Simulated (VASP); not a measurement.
# AlP: single point with PBE

AlP:

```
Al P
1.0
     0.00000    2.69797    2.69797
     2.69797    0.00000    2.69797
     2.69797    2.69797    0.00000
Al P
1 1
Direct
  0.00000 0.00000 0.00000
  0.25000 0.25000 0.25000
```

```
Program             : VASP 6.6.1
Task                : single point
Functional          : PBE
Potentials or basis : VASP PAW PBE potentials, release 64 (Al, P)
Cutoff              : 500 eV
k mesh              : 6 × 6 × 6
Occupations         : gaussian, width 0.01 eV
Spin                : no spin polarisation
```

| Item | Value |
| --- | --- |
| Pressure | 5.7 GPa |
| Band gap on the k mesh | 1.50 eV, indirect (least direct gap 3.61 eV) |

Levels at points of the mesh, in eV from the valence-band top:
```tsv
k point	band 1	band 2	band 3	band 4	band 5	band 6	band 7	band 8
(0.00, 0.00, 0.00)	-11.71	0.00	0.00	0.00	3.61	4.61	4.61	4.61
(0.50, 0.00, 0.00)	-9.94	-5.69	-0.78	-0.78	2.95	4.82	4.82	8.37
(0.50, 0.50, 0.00)	-9.24	-5.43	-2.18	-2.18	1.50	2.45	11.38	11.38
```

Run time: 5.5 s on 1 thread of AMD EPYC 7R13 Processor (Zen 3) (shared host), peak memory 0.12 GiB.

A k mesh can miss the band edges.
